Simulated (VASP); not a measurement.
Here is a VASP 6.6.1 calculation.

File INCAR:

```
SYSTEM = Mg
  ALGO = Normal
  EDIFF = 1E-7
  ENCUT = 520
  GGA = CA
  ISIF = 2
  ISMEAR = -1
  LASPH = .TRUE.
  LCHARG = .FALSE.
  LREAL = .FALSE.
  LWAVE = .FALSE.
  NBANDS = 9
  NELM = 100
  PREC = Accurate
  SIGMA = 0.08
```

KPOINTS

```
k-points
0
G
  12 12 12
  0 0 0
```

Contents of POSCAR:

```
Mg
1.0
    0.0000000000      3.1718980188      3.1718980188
    3.1718980188      0.0000000000      3.1718980188
    3.1718980188      3.1718980188      0.0000000000
Mg
2
Direct
   -0.1250000000     -0.1250000000     -0.1250000000
    0.1250000000      0.1250000000      0.1250000000
```

Potentials or basis: VASP PAW LDA potentials, release 64 (Mg).

Command:

```bash
$ cat potpaw_LDA.64/Mg/POTCAR > POTCAR
$ mpirun -np 1 vasp_std > vasp.out
```

**Question.** What does it give for the band gap on the k mesh?

**Answer.** Zero (bands 2 and 3 overlap by 4.47 eV).

**Question.** Estimate the pressure.

**Answer.** 2.7 GPa.
